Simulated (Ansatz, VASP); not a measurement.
**One calculation of Cd, two programs**

Contents of INCAR:

```
SYSTEM = Cd
PREC = Accurate
ENCUT = 520
EDIFF = 1E-6
ISMEAR = -1
SIGMA = 0.2
LREAL = .False.
LASPH = .True.
NELM = 100
ALGO = Normal
ISIF = 2
LWAVE = .False.
LCHARG = .False.
GGA = PE
NBANDS = 19
```

Contents of KPOINTS:

```
regular mesh
0
Gamma
  12 12 6
  0 0 0
```

File POSCAR:

```
Cd
1.0
    3.0007103730      0.0000000000      0.0000000000
   -1.5003551865      2.5986914124      0.0000000000
    0.0000000000      0.0000000000      5.9261569577
Cd
2
Direct
    0.3333333333      0.6666666667      0.2500000000
    0.6666666667      0.3333333333      0.7500000000
```

Input for Ansatz:

```yaml
crystal:
  lattice:
    - [3.000710373, 0.0, 0.0]
    - [-1.5003551865, 2.5986914124, 0.0]
    - [0.0, 0.0, 5.9261569577]
  atoms:
    - { symbol: Cd, position: [0.3333333333, 0.6666666667, 0.25] }
    - { symbol: Cd, position: [0.6666666667, 0.3333333333, 0.75] }
hamiltonian:
  xc: pbe
  pseudopotentials:
    kind: paw
    azcp:
      Cd: "pseudopotentials/Cd.paw.azcp"
basis:
  ecutwfc: 420
  fft_grid_basis: typed
kpoints:
  mp_grid: { grid: [12, 12, 6], shift: [0, 0, 0] }
magnetization:
  spin_polarized: false
scf:
  occupations: { method: fermi_dirac, width: 0.2 }
  lower_state_search: "off"
output:
  stress: true
```

Alike in both runs: task single point; functional PBE; k mesh 12 × 12 × 6; occupations fermi-dirac, width 0.2 eV; no spin polarisation.

|  | VASP | Ansatz |
| --- | --- | --- |
| version | VASP 6.6.1 | Ansatz 0.2.0 |
| potentials or method | VASP PAW PBE potentials, release 64 (Cd), cutoff 520 eV | plane waves (420 eV) with PAW, scalar-relativistic |
| valence electrons in the cell | 24 | 40 |

```csv
,VASP,Ansatz,Ansatz less VASP
pressure (GPa),0.5,0.2,-0.28
"traceless stress, the component that is largest in VASP (GPa)",-0.57,-0.44,+0.132
```

VASP's potentials hold 24 valence electrons a cell and Ansatz's 40, so a difference there can come from the potentials and not from the codes.
